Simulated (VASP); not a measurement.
# AlB2P3 (P4/mmm) in VASP: notebook

AlB2P3 is run at these levels: PBE; tasks: single point, relaxation of cell and atoms.

All numbers are computed with VASP 6.6.1; they aren't measurements. Logs are shortened: lines on timing, memory, paths and dates and some standing lists are left out, and cuts for length are marked.

## Step 1: The cell of the first run

It takes space group P4/mmm (No. 123, tetragonal). Conventional cell: a = 4.581 Å, b = 4.581 Å, c = 4.503 Å, α = 90.00°, β = 90.00°, γ = 90.00°. Al (site symmetry 4/mmm) has 2 P at 2.25 Å and 4 B at 2.29 Å within 3.0 Å. Within 3.0 Å of B (site symmetry mmm) lie 2 P at 2.25 Å and 2 Al at 2.29 Å. Within 3.0 Å of P (site symmetry mmm) lie 2 B at 2.25 Å and 2 P at 2.29 Å. P (site symmetry 4/mmm) has 2 Al at 2.25 Å and 4 P at 2.29 Å within 3.0 Å.

## Step 2: Single point, PBE

Input file INCAR:

```
PREC = Accurate
ENCUT = 520
EDIFF = 1E-6
ISMEAR = 0
SIGMA = 0.1
LREAL = False
LASPH = True
NELM = 60
ALGO = Normal
ISIF = 2
LWAVE = False
LCHARG = False
GGA = PE
NBANDS = 21
```

Input file KPOINTS:

```
Automatic mesh
0
Gamma
  4 4 4
```

Input file POSCAR:

```
AlB2P3
1.0
    4.5805299935      0.0000000000      0.0000000000
    0.0000000000      4.5805299935      0.0000000000
    0.0000000000      0.0000000000      4.5033630719
Al B P
1 2 3
Direct
    0.5000000000      0.5000000000      0.0000000000
    0.0000000000      0.5000000000      0.0000000000
    0.5000000000      0.0000000000      0.0000000000
    0.0000000000      0.5000000000      0.5000000000
    0.5000000000      0.0000000000      0.5000000000
    0.5000000000      0.5000000000      0.5000000000
```

Potentials or basis: VASP PAW PBE potentials, release 64 (Al, B, P).

Command:

```sh
> cat potpaw_PBE.64/Al/POTCAR potpaw_PBE.64/B/POTCAR potpaw_PBE.64/P/POTCAR > POTCAR
> mpirun -np 1 vasp_std > vasp.out
```

OUTCAR:

```text
PREC = Accurate
   ENCUT = 520
   EDIFF = 1E-6
   ISMEAR = 0
   LREAL = False
   LASPH = True
   NELM = 60
   ISIF = 2
   GGA = PE

 ion  position               nearest neighbor table
   1  0.500  0.500  0.000-   6 2.25   6 2.25   2 2.29   3 2.29   3 2.29   2 2.29
   2  0.000  0.500  0.000-   4 2.25   4 2.25   1 2.29   1 2.29
   3  0.500  0.000  0.000-   5 2.25   5 2.25   1 2.29   1 2.29
   4  0.000  0.500  0.500-   2 2.25   2 2.25   6 2.29   6 2.29
   5  0.500  0.000  0.500-   3 2.25   3 2.25   6 2.29   6 2.29
   6  0.500  0.500  0.500-   1 2.25   1 2.25   5 2.29   4 2.29   5 2.29   4 2.29

  LATTYP: Found a simple tetragonal cell.
 ALAT       =     4.5805299935
 C/A-ratio  =     0.9831532766

  Lattice vectors:

 A1 = (   4.5805299935,   0.0000000000,   0.0000000000)
 A2 = (   0.0000000000,   4.5805299935,   0.0000000000)
 A3 = (   0.0000000000,   0.0000000000,   4.5033630719)

Analysis of symmetry for initial positions (statically):
=====================================================================
 Subroutine PRICEL returns:
 Original cell was already a primitive cell.

 Routine SETGRP: Setting up the symmetry group for a
 simple tetragonal supercell.

 Subroutine GETGRP returns: Found 16 space group operations
 (whereof 16 operations were pure point group operations)
 out of a pool of 16 trial point group operations.

The static configuration has the point symmetry D_4h.

Analysis of symmetry for dynamics (positions and initial velocities):
=====================================================================
 Subroutine PRICEL returns:
 Original cell was already a primitive cell.

 Routine SETGRP: Setting up the symmetry group for a
 simple tetragonal supercell.

 Subroutine GETGRP returns: Found 16 space group operations
 (whereof 16 operations were pure point group operations)
 out of a pool of 16 trial point group operations.

The dynamic configuration has the point symmetry D_4h.

 Subroutine INISYM returns: Found 16 space group operations
 (whereof 16 operations are pure point group operations),
 and found     1 'primitive' translations

----------------------------------------------------------------------------------------

                                     Primitive cell

  volume of cell :      94.4862

  direct lattice vectors                    reciprocal lattice vectors
     4.580529993  0.000000000  0.000000000     0.218315348  0.000000000  0.000000000
[... 90 lines left out ...]
   NSW    =      0    number of steps for IOM
   IBRION =     -1    ionic relax: 0-MD 1-quasi-New 2-CG
   NFREE  =      0    steps in history (QN), initial steepest desc. (CG)
   ISIF   =      2    stress and relaxation
   ISYM   =      2    0-nonsym 1-usesym 2-fastsym
   POTIM  = 0.5000    time-step for ionic-motion
   TEBEG  =    0.0;   TEEND  =   0.0 temperature during run
   PSTRESS=    0.0 pullay stress
   NELECT =      24.0000    total number of electrons
   NUPDOWN=      -1.0000    fix difference up-down
   EMIN   =  10.00;   EMAX   =-10.00  energy-range for DOS
   EFERMI =   0.00;   METHOD = LEGACY
   ISMEAR =     0;   SIGMA  =   0.10  broadening in eV -4-tet -1-fermi 0-gaus
   EFERMI_NEDOS =   21; number of points for ismear=-14 and -15
   IALGO  =     38    algorithm
   IMIX   =      4    mixing-type and parameters
     AMIX     =   0.40;   BMIX     =  1.00
     AMIX_MAG =   1.60;   BMIX_MAG =  1.00
  volume/ion in A,a.u.               =      15.75       106.27
  Fermi-wavevector in a.u.,A,eV,Ry     =   1.036786  1.959241 14.625244  1.074925
  Thomas-Fermi vector in A             =   2.171193
   LORBIT       =      0    0 simple, 1 ext, 2 COOP (PROOUT), +10 PAW based schemes
   GGA     = PE    functional components
   LHFCALC =     F    Hartree Fock is set to
   AEXX    =    0.0000 exact exchange contribution
   IVDW    =     0    specifies the selected vdW correction
   LEPSILON=     F    determine dielectric tensor
   LRPA    =     F    only Hartree local field effects (RPA)
 non-spin polarized calculation
 Gauss-broadening in eV      SIGMA  =   0.10
  energy-cutoff  :      520.00
  volume of cell :       94.49
 maximum number of plane-waves:      2566
 NGX is ok and might be reduce to    36
   NGX = 17   NGY = 17   NGZ = 17

 number of electron      23.9999995 magnetization

 Free energy of the ion-electron system (eV)
  ---------------------------------------------------
  ext. energy  EPLUGINS =         0.00000000
  ---------------------------------------------------
  free energy    TOTEN  =       -26.85879899 eV

  energy without entropy =      -26.84494329  energy(sigma->0) =      -26.85187114

 E-fermi :   5.5230     XC(G=0):  -9.9206

 val. band max:        5.4636980512   @ k =   0.5000   0.0000   0.0000
 cond. band min:       5.5558115445   @ k =   0.5000   0.2500   0.2500
 fundamental gap:      0.0921134933
 Fermi energy:         5.5229985590

 k-point     1 :       0.0000    0.0000    0.0000
  band No.  band energies     occupation
      1      -9.4323      2.00000
      2      -4.5364      2.00000
      3      -1.7209      2.00000
      4      -1.6538      2.00000
      5      -1.6538      2.00000
      6      -1.2084      2.00000
[... 421 lines left out ...]
     20       9.1772      0.00000
     21      11.9492      0.00000

------------------------ aborting loop because EDIFF is reached ----------------------------------------

  FORCE on cell =-STRESS in cart. coord.  units (eV):
  Direction    XX          YY          ZZ          XY          YZ          ZX
  --------------------------------------------------------------------------------------
  -------------------------------------------------------------------------------------
  Total       -0.1485962     -0.1485962     -0.0397569      0.0000000      0.0000000      0.0000000
  in kB       -2.5197065     -2.5197065     -0.6741477      0.0000000      0.0000000      0.0000000
  external PRESSURE =      -1.9045202 kB  Pullay stress =       0.0000000 kB

 VOLUME and BASIS-vectors are now :
 -----------------------------------------------------------------------------
  energy-cutoff  :      520.00
  volume of cell :       94.49
      direct lattice vectors                 reciprocal lattice vectors
     4.580529993  0.000000000  0.000000000     0.218315348  0.000000000  0.000000000
     0.000000000  4.580529993  0.000000000     0.000000000  0.218315348  0.000000000
     0.000000000  0.000000000  4.503363072     0.000000000  0.000000000  0.222056269

 POSITION                                       TOTAL-FORCE (eV/Angst)
 -----------------------------------------------------------------------------------
      2.29026      2.29026      0.00000         0.000000      0.000000      0.000000
      0.00000      2.29026      0.00000         0.000000      0.000000      0.000000
      2.29026      0.00000      0.00000         0.000000      0.000000      0.000000
      0.00000      2.29026      2.25168         0.000000      0.000000      0.000000
      2.29026      0.00000      2.25168         0.000000      0.000000      0.000000
      2.29026      2.29026      2.25168         0.000000      0.000000      0.000000
 -----------------------------------------------------------------------------------
    total drift:                                0.000000      0.000000      0.000000

  FREE ENERGIE OF THE ION-ELECTRON SYSTEM (eV)
  ---------------------------------------------------
  free  energy   TOTEN  =       -26.8587989866 eV

  energy  without entropy=      -26.8449432935  energy(sigma->0) =      -26.85187114
```

It took 20 s on 1 thread of Intel Xeon Platinum 8488C (Sapphire Rapids), shared host; peak memory 0.2 GiB.

Results:

```
Free energy            : -26.8588 eV
Pressure               : -0.2 GPa
Band gap on the k mesh : zero (band 12 reaches 6.20 eV, above the bottom of band 13 at 4.93 eV)
```

## Step 3: Single point, PBE

This run uses another cell than the first one, of 16.98 Å³/atom, 1.078 times its volume.

Input file INCAR:

```
PREC     = Accurate       # precision mode
ENCUT    = 520            # plane-wave cutoff, eV
EDIFF    = 1E-6           # SCF threshold, eV
ISMEAR   = 0              # smearing method
SIGMA    = 0.1            # smearing width, eV
LREAL    = False          # projectors in reciprocal space
LASPH    = True           # aspherical terms in the spheres
NELM     = 80             # most SCF steps
ALGO     = Normal         # electronic algorithm
ISIF     = 2              # what is computed and relaxed
LWAVE    = False          # write WAVECAR
LCHARG   = True           # write CHGCAR
GGA      = PE             # functional
LELF     = True           # ELF
LVHAR    = True         
NBANDS   = 21             # bands
```

KPOINTS is that of step 2.

Edit POSCAR of step 2 so:

```diff
@@ -2,5 +2,5 @@
 1.0
-    4.5805299935      0.0000000000      0.0000000000
-    0.0000000000      4.5805299935      0.0000000000
-    0.0000000000      0.0000000000      4.5033630719
+    4.5154388200      0.0000000000      0.0000000000
+    0.0000000000      4.5154388200      0.0000000000
+    0.0000000000      0.0000000000      4.9970564200
 Al B P
```

Potentials or basis: VASP PAW PBE potentials, release 64 (Al, B, P).

Command:

```sh
> cat potpaw_PBE.64/Al/POTCAR potpaw_PBE.64/B/POTCAR potpaw_PBE.64/P/POTCAR > POTCAR
> mpirun -np 1 vasp_std > vasp.out
```

Wall time 22 s (1 thread of Intel Xeon Platinum 8488C (Sapphire Rapids), shared host); peak memory 0.22 GiB.

It converged, with:

```yaml
Free_energy: -26.4046 eV
Pressure: -5.8 GPa
Band_gap_on_the_k_mesh: zero (band 12 reaches 5.45 eV, above the bottom of band 13 at 4.16 eV)
```

Stress tensor (GPa, compression positive):
```
 -2.61   0.00   0.00
  0.00  -2.61   0.00
  0.00   0.00 -12.20
```

Levels at points of the mesh, in eV from the Fermi level:
```
           k point  band 8  band 9  band 10  band 11  band 12  band 13  band 14  band 15  band 16  band 17
(0.00, 0.00, 0.00)   -2.96   -2.49    -1.56    -1.56    -0.02     0.01     0.01     3.52     3.52     3.52
(0.50, 0.00, 0.00)   -3.85   -1.94    -1.55    -1.05    -0.92    -0.52     0.85     1.33     2.08     2.61
(0.50, 0.50, 0.00)   -4.24   -3.73    -3.73    -0.93    -0.09     1.20     1.20     1.99     2.46     2.64
(0.00, 0.00, 0.50)   -2.54   -2.54    -2.23    -0.03     0.24     0.30     0.30     2.63     2.63     2.73
(0.50, 0.00, 0.50)   -2.01   -1.55    -1.19    -0.65     0.62     0.69     0.78     0.94     1.23     1.80
(0.50, 0.50, 0.50)   -1.54   -0.67    -0.17     0.41     0.41     1.39     1.39     1.82     2.11     2.37
```

## Step 4: Single point, PBE

This run uses another cell than the first one, of 15.85 Å³/atom, 1.006 times its volume.

Input file INCAR:

```
ALGO = Normal ; EDIFF = 1E-7
ENCUT = 520 ; GGA = PE
ISIF = 2 ; ISMEAR = 0
LASPH = T ; LCHARG = F
LREAL = F ; LWAVE = F
NBANDS = 21 ; NELM = 60
PREC = Accurate ; SIGMA = 0.1
```

Input file KPOINTS:

```
k-points
0
Gamma
  8 8 8
```

Edit POSCAR of step 3 so:

```diff
@@ -2,5 +2,5 @@
 1.0
-    4.5154388200      0.0000000000      0.0000000000
-    0.0000000000      4.5154388200      0.0000000000
-    0.0000000000      0.0000000000      4.9970564200
+    4.6074604104      0.0000000000      0.0000000000
+    0.0000000000      4.6074604104      0.0000000000
+    0.0000000000      0.0000000000      4.4794252132
 Al B P
```

Command:

```sh
> cat potpaw_PBE.64/Al/POTCAR potpaw_PBE.64/B/POTCAR potpaw_PBE.64/P/POTCAR > POTCAR
> mpirun -np 1 vasp_std > vasp.out
```

Wall time 70 s (1 thread of Intel Xeon Platinum 8488C (Sapphire Rapids), shared host); peak memory 0.28 GiB.

The run converged. Its results:

```yaml
Free_energy: -26.9659 eV
Pressure: -0.2 GPa
Band_gap_on_the_k_mesh: zero (band 12 reaches 6.20 eV, above the bottom of band 13 at 4.51 eV)
```

Levels at points of the mesh, in eV from the Fermi level:
```tsv
k point	band 8	band 9	band 10	band 11	band 12	band 13	band 14	band 15	band 16	band 17
(0.00, 0.00, 0.00)	-3.39	-2.09	-0.89	-0.89	-0.89	-0.27	-0.27	3.70	3.70	3.83
(0.50, 0.00, 0.00)	-4.21	-2.20	-1.99	-1.78	-0.27	0.00	0.52	1.05	2.92	3.41
(0.50, 0.50, 0.00)	-4.00	-4.00	-3.71	-1.29	0.78	0.78	1.00	1.31	1.84	3.08
(0.00, 0.00, 0.50)	-2.73	-2.73	-2.56	0.25	0.25	1.37	1.84	2.26	2.26	3.53
(0.50, 0.00, 0.50)	-2.26	-1.41	-1.32	0.70	0.71	0.72	0.75	0.77	2.21	3.57
(0.50, 0.50, 0.50)	-1.57	-0.64	0.20	0.20	0.88	1.50	2.08	2.13	3.49	3.49
```

## Step 5: Relaxation of cell and atoms, PBE

This run uses another cell than the first one, of 16.98 Å³/atom, 1.078 times its volume.

Input file INCAR:

```
SYSTEM = AlB2P3
PREC = Accurate
ENCUT = 600
EDIFF = 1E-6
ISMEAR = 0
SIGMA = 0.1
LREAL = .FALSE.
LASPH = .TRUE.
NELM = 60
ALGO = Normal
ISIF = 3
LWAVE = .FALSE.
LCHARG = .FALSE.
GGA = PE
IBRION = 2
NSW = 90
EDIFFG = -0.04
```

Input file KPOINTS:

```
Automatic mesh
0
G
  4 4 4
  0 0 0
```

Edit POSCAR of step 4 so:

```diff
@@ -2,5 +2,5 @@
 1.0
-    4.6074604104      0.0000000000      0.0000000000
-    0.0000000000      4.6074604104      0.0000000000
-    0.0000000000      0.0000000000      4.4794252132
+    4.5154388200      0.0000000000      0.0000000000
+    0.0000000000      4.5154388200      0.0000000000
+    0.0000000000      0.0000000000      4.9970564200
 Al B P
```

Command:

```sh
> cat potpaw_PBE.64/Al/POTCAR potpaw_PBE.64/B/POTCAR potpaw_PBE.64/P/POTCAR > POTCAR
> mpirun -np 1 vasp_std > vasp.out
```

Wall time 89 s (1 thread of Intel Xeon Platinum 8488C (Sapphire Rapids), shared host); peak memory 0.23 GiB.

It converged, with:

| Quantity | Value |
| --- | --- |
| Free energy | -26.8607 eV |
| Relaxed volume | 15.71 Å³/atom |
| Relaxed cell | a = 4.575 Å, b = 4.575 Å, c = 4.503 Å, α = 90.00°, β = 90.00°, γ = 90.00° |
| Space group after relaxing (to 0.05 Å) | P4/mmm (No. 123) |
| Energy gained by relaxing | 75.8 meV/atom |
| Ionic steps | 8 |
| Pressure after relaxing | 0.0 GPa |
| Band gap on the k mesh | zero (band 12 reaches 6.24 eV, above the bottom of band 13 at 4.94 eV) |

The path:
| step | energy change (eV) | largest force (eV/Å) | pressure (GPa) | volume (Å³) |
| --- | --- | --- | --- | --- |
| 1 | 0.0000 | 0.0000 | -5.80 | 101.89 |
| 2 | -0.3422 | 0.0000 | 0.35 | 93.01 |
| 3 | -0.3591 | 0.0000 | 1.94 | 91.21 |
| 4 | -0.3603 | 0.0000 | 2.48 | 90.64 |
| 5 | -0.4388 | 0.0000 | 2.08 | 91.81 |
| 6 | -0.4406 | 0.0000 | 2.09 | 92.05 |
| 7 | -0.4529 | 0.0000 | -0.78 | 95.13 |
| 8 | -0.4551 | 0.0000 | 0.00 | 94.25 |

Final structure:
```
Al B P
1.0
     4.57478    0.00000    0.00000
     0.00000    4.57478    0.00000
     0.00000    0.00000    4.50322
Al B P
1 2 3
Cartesian
  2.2874 2.2874 0.0000
  0.0000 2.2874 0.0000
  2.2874 0.0000 0.0000
  0.0000 2.2874 2.2516
  2.2874 0.0000 2.2516
  2.2874 2.2874 2.2516
```

Levels at points of the mesh, in eV from the Fermi level:
```csv
k point,band 8,band 9,band 10,band 11,band 12,band 13,band 14,band 15,band 16
"(0.00, 0.00, 0.00)",-3.42,-2.20,-1.06,-1.06,-0.97,-0.37,-0.37,3.49,3.49
"(0.50, 0.00, 0.00)",-4.41,-2.35,-2.08,-1.85,-0.44,-0.05,0.37,0.93,2.77
"(0.50, 0.50, 0.00)",-4.18,-4.18,-3.92,-1.42,0.69,0.69,0.79,1.30,1.79
"(0.00, 0.00, 0.50)",-2.84,-2.84,-2.65,0.12,0.12,1.13,1.57,2.26,2.26
"(0.50, 0.00, 0.50)",-2.35,-1.60,-1.46,0.49,0.53,0.63,0.66,0.70,2.00
"(0.50, 0.50, 0.50)",-1.69,-0.83,0.07,0.07,0.67,1.50,1.96,2.07,3.25
```

## Step 6: Relaxation of cell and atoms, PBE

Input file INCAR:

```
  PREC = Accurate
  ENCUT = 600
  EDIFF = 1E-7
  ISMEAR = 0
  SIGMA = 0.1
  LREAL = False
  LASPH = True
  NELM = 80
  ALGO = Normal
  ISIF = 3
  LWAVE = False
  LCHARG = False
  GGA = PE
  IBRION = 2
  NSW = 100
  EDIFFG = -0.01
```

Input file KPOINTS:

```
regular mesh
0
Gamma
  8 8 8
```

Edit POSCAR of step 5 so:

```diff
@@ -2,5 +2,5 @@
 1.0
-    4.5154388200      0.0000000000      0.0000000000
-    0.0000000000      4.5154388200      0.0000000000
-    0.0000000000      0.0000000000      4.9970564200
+    4.5805299935      0.0000000000      0.0000000000
+    0.0000000000      4.5805299935      0.0000000000
+    0.0000000000      0.0000000000      4.5033630719
 Al B P
```

Potentials or basis: VASP PAW PBE potentials, release 64 (Al, B, P).

Command:

```sh
> cat potpaw_PBE.64/Al/POTCAR potpaw_PBE.64/B/POTCAR potpaw_PBE.64/P/POTCAR > POTCAR
> mpirun -np 1 vasp_std > vasp.out
```

Wall time 2.9 min (1 thread of Intel Xeon Platinum 8488C (Sapphire Rapids), shared host); peak memory 0.32 GiB.

The run converged. Its results:

* Free energy: -26.9671 eV
* Relaxed volume: 15.82 Å³/atom
* Relaxed cell: a = 4.605 Å, b = 4.605 Å, c = 4.478 Å, α = 90.00°, β = 90.00°, γ = 90.00°
* Space group after relaxing (to 0.05 Å): P4/mmm (No. 123)
* Energy gained by relaxing: 0.8 meV/atom
* Ionic steps: 4
* Pressure after relaxing: 0.0 GPa
* Band gap on the k mesh: zero (band 12 reaches 6.22 eV, above the bottom of band 13 at 4.52 eV)

The path:
| step | energy change (eV) | largest force (eV/Å) | pressure (GPa) | volume (Å³) |
| --- | --- | --- | --- | --- |
| 1 | 0.0000 | 0.0000 | 0.21 | 94.49 |
| 2 | -0.0046 | 0.0000 | 0.11 | 94.77 |
| 3 | -0.0047 | 0.0000 | 0.09 | 94.81 |
| 4 | -0.0047 | 0.0000 | -0.03 | 94.94 |

Final structure:
```
CELL_PARAMETERS angstrom
4.60474 0.00000 0.00000
0.00000 4.60474 0.00000
0.00000 0.00000 4.47762
ATOMIC_POSITIONS crystal
Al 0.50000 0.50000 0.00000
B 0.00000 0.50000 0.00000
B 0.50000 0.00000 0.00000
P 0.00000 0.50000 0.50000
P 0.50000 0.00000 0.50000
P 0.50000 0.50000 0.50000
```

Levels at points of the mesh, in eV from the Fermi level:
```
           k point  band 9  band 10  band 11  band 12  band 13  band 14  band 15  band 16
(0.00, 0.00, 0.00)   -2.09    -0.90    -0.90    -0.89    -0.27    -0.27     3.69     3.69
(0.50, 0.00, 0.00)   -2.21    -1.99    -1.78    -0.27     0.00     0.53     1.06     2.92
(0.50, 0.50, 0.00)   -4.00    -3.71    -1.30     0.79     0.79     1.00     1.31     1.85
(0.00, 0.00, 0.50)   -2.74    -2.55     0.25     0.25     1.37     1.84     2.26     2.26
(0.50, 0.00, 0.50)   -1.41    -1.32     0.70     0.71     0.72     0.75     0.77     2.21
(0.50, 0.50, 0.50)   -0.64     0.20     0.20     0.88     1.50     2.09     2.14     3.49
```

## Step 7: The runs side by side

```csv
task,cell,k mesh,cutoff (eV),gap on the mesh (eV),pressure (GPa),relaxed volume (Å³/atom)
single point,"a = 4.581, b = 4.581, c = 4.503 Å, 6 atoms",4 × 4 × 4,520,none,-0.2,-
single point,"a = 4.515, b = 4.515, c = 4.997 Å, 6 atoms",4 × 4 × 4,520,none,-5.8,-
single point,"a = 4.607, b = 4.607, c = 4.479 Å, 6 atoms",8 × 8 × 8,520,none,-0.2,-
relaxation of cell and atoms,"relaxed from a = 4.515, b = 4.515, c = 4.997 Å, 6 atoms",4 × 4 × 4,600,none,0.0,15.71
relaxation of cell and atoms,"relaxed from a = 4.581, b = 4.581, c = 4.503 Å, 6 atoms",8 × 8 × 8,600,none,0.0,15.82
```

Alike in all rows: level PBE; potentials or basis VASP PAW PBE potentials, release 64 (Al, B, P); no spin polarisation; smearing gaussian 0.1 eV.

Total energies depend on the potentials used, so only differences within one code and one set of settings carry meaning.
